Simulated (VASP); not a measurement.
The system is Be.

```
Be
1.0
     2.28530    0.00000    0.00000
    -1.14265    1.97913    0.00000
     0.00000    0.00000    3.58420
Be
2
Direct
  0.33333 0.66667 0.25000
  0.66667 0.33333 0.75000
```

```yaml
Program: VASP 6.6.1
Task: relaxation of cell and atoms
Functional: PBEsol
Potentials_or_basis: VASP PAW PBE potentials, release 64 (Be)
Cutoff: 600 eV
k_mesh: 24 × 24 × 14
Occupations: fermi-dirac, width 0.1 eV
Spin: no spin polarisation
```

At the start: pressure -3.6 GPa; volume 8.11 Å³/atom.

**Question.** How do energy, volume and symmetry change on relaxing?

**Answer.** Over 8 steps the energy falls by 2.8 meV/atom and the volume is 7.86 Å³/atom (-3.0 %); space group P6_3/mmc (No. 194, to 0.05 Å).

Step by step:
| step | energy change (eV) | largest force (eV/Å) | pressure (GPa) | volume (Å³) |
| --- | --- | --- | --- | --- |
| 1 | 0.0000 | 0.0000 | -3.55 | 16.21 |
| 2 | -0.0055 | 0.0000 | -0.52 | 15.79 |
| 3 | -0.0057 | 0.0000 | 0.02 | 15.72 |
| 4 | -0.0057 | 0.0000 | 0.09 | 15.71 |
| 5 | -0.0057 | 0.0000 | 0.07 | 15.71 |
| 6 | -0.0057 | 0.0000 | 0.06 | 15.71 |
| 7 | -0.0057 | 0.0000 | 0.06 | 15.71 |
| 8 | -0.0057 | 0.0000 | 0.00 | 15.72 |

Final structure:
```cif
data_structure
_symmetry_space_group_name_H-M 'P 1'
_symmetry_Int_Tables_number 1
_cell_length_a 2.2589
_cell_length_b 2.2589
_cell_length_c 3.5579
_cell_angle_alpha 90.000
_cell_angle_beta 90.000
_cell_angle_gamma 120.000
_cell_volume 15.72
loop_
_atom_site_label
_atom_site_type_symbol
_atom_site_fract_x
_atom_site_fract_y
_atom_site_fract_z
_atom_site_occupancy
Be1 Be 0.33333 0.66667 0.25000 1
Be2 Be 0.66667 0.33333 0.75000 1
```

Caveat: the PAW data sets were made with another functional, which shifts forces and pressure a little.
